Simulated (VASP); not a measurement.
Input of a VASP 6.6.1 run:

File INCAR:

```
SYSTEM = W3S
PREC     = Accurate       ! precision mode
ENCUT    = 520            ! plane-wave cutoff, eV
EDIFF    = 1E-7           ! SCF threshold, eV
ISMEAR   = 0              ! smearing method
SIGMA    = 0.1            ! smearing width, eV
LREAL    = .False.        ! projectors in reciprocal space
LASPH    = .True.         ! aspherical terms in the spheres
NELM     = 60             ! most SCF steps
ALGO     = Normal         ! electronic algorithm
ISIF     = 2              ! what is computed and relaxed
LWAVE    = .False.        ! write WAVECAR
LCHARG   = .False.        ! write CHGCAR
LDIPOL   = .True.       
IDIPOL   = 3            
DIPOL    = 0.5 0.5 0.365
GGA      = PE             ! functional
NBANDS   = 32             ! bands
```

The input KPOINTS:

```
regular mesh
0
Gamma
  10 10 1
  0 0 0
```

The input POSCAR:

```
W3S
1.0
    2.7571643582      0.0000000000      0.0000000000
   -0.9190547861      2.5994794860      0.0000000000
    0.0000000000      0.0000000000     19.8562161274
W S
3 1
Direct
    0.5000000000      0.5000000000      0.2014482505
    0.0000000000      0.0000000000      0.3111437109
    0.5000000000      0.5000000000      0.4208362799
    0.8333333333      0.8333333333      0.5257819038
```

Potentials or basis: VASP PAW PBE potentials, release 64 (W_sv, S).

Run with:

```sh
$ cat potpaw_PBE.64/W_sv/POTCAR potpaw_PBE.64/S/POTCAR > POTCAR
$ mpirun -np 1 vasp_std > vasp.out
```

**Question.** Estimate the band gap on the k mesh.

**Answer.** Zero (bands 24 and 25 overlap by 1.22 eV).

**Question.** Predict the largest force.

**Answer.** 0.855 eV/Å.

Forces in eV/Å, atoms in the order of the input:
```
W    0.078  0.111  0.034
W   -0.298 -0.422 -0.681
W   -0.051 -0.072  0.662
S    0.271  0.384 -0.015
```

Caveat: spin-orbit coupling is left out, which moves the levels of the heavy elements.
